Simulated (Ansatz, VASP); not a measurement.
# As in VASP and in Ansatz

File INCAR:

```
PREC = Accurate
ENCUT = 600
EDIFF = 1E-7
ISMEAR = -1
SIGMA = 0.05
LREAL = F
LASPH = T
NELM = 100
ALGO = Normal
ISIF = 3
LWAVE = F
LCHARG = F
GGA = PE
IBRION = 2
NSW = 100
EDIFFG = -0.005
```

File KPOINTS:

```
regular mesh
0
Gamma
  16 16 16
```

POSCAR

```
As
1.0
   -1.4378055050      1.4378055050      1.4378055050
    1.4378055050     -1.4378055050      1.4378055050
    1.4378055050      1.4378055050     -1.4378055050
As
1
Direct
    0.0000000000      0.0000000000      0.0000000000
```

Input for Ansatz:

```yaml
crystal:
  lattice:
    - [-1.437805505, 1.437805505, 1.437805505]
    - [1.437805505, -1.437805505, 1.437805505]
    - [1.437805505, 1.437805505, -1.437805505]
  atoms:
    - { symbol: As, position: [0.0, 0.0, 0.0] }
kpoints:
  mp_grid: { grid: [16, 16, 16] }
scf:
  occupations: { method: fermi_dirac, width: 0.05 }
hamiltonian:
  xc: pbe
  pseudopotentials: { kind: paw }
output:
  forces: true
  stress: true
relax:
  f_tol: 0.005
  max_steps: 80
  cell: {}
```

Alike in both runs: task relaxation of cell and atoms; functional PBE; k mesh 16 × 16 × 16; occupations fermi-dirac, width 0.05 eV; no spin polarisation.

|  | VASP | Ansatz |
| --- | --- | --- |
| version | VASP 6.6.1 | Ansatz 0.2.0 |
| potentials or method | VASP PAW PBE potentials, release 64 (As) | PAW with Ansatz's default frozen-core files, scalar-relativistic |
| plane-wave cutoff (eV) | 600 | 420 |
| valence electrons in the cell | 5 | 15 |

VASP gave:

```
relaxed volume (Å³/atom)                                     : 19.12
relaxed cell length with the largest relative difference (Å) : 2.917
```

Task: Estimate Ansatz's values.

Result: Relaxed volume (Å³/atom): 19.10; relaxed cell length with the largest relative difference (Å): 2.917.

VASP's potentials hold 5 valence electrons a cell and Ansatz's 15, so a difference there can come from the potentials and not from the codes.

Noted on VASP's run: the volume moved by over 15 % at a fixed basis, so the end points are rough.
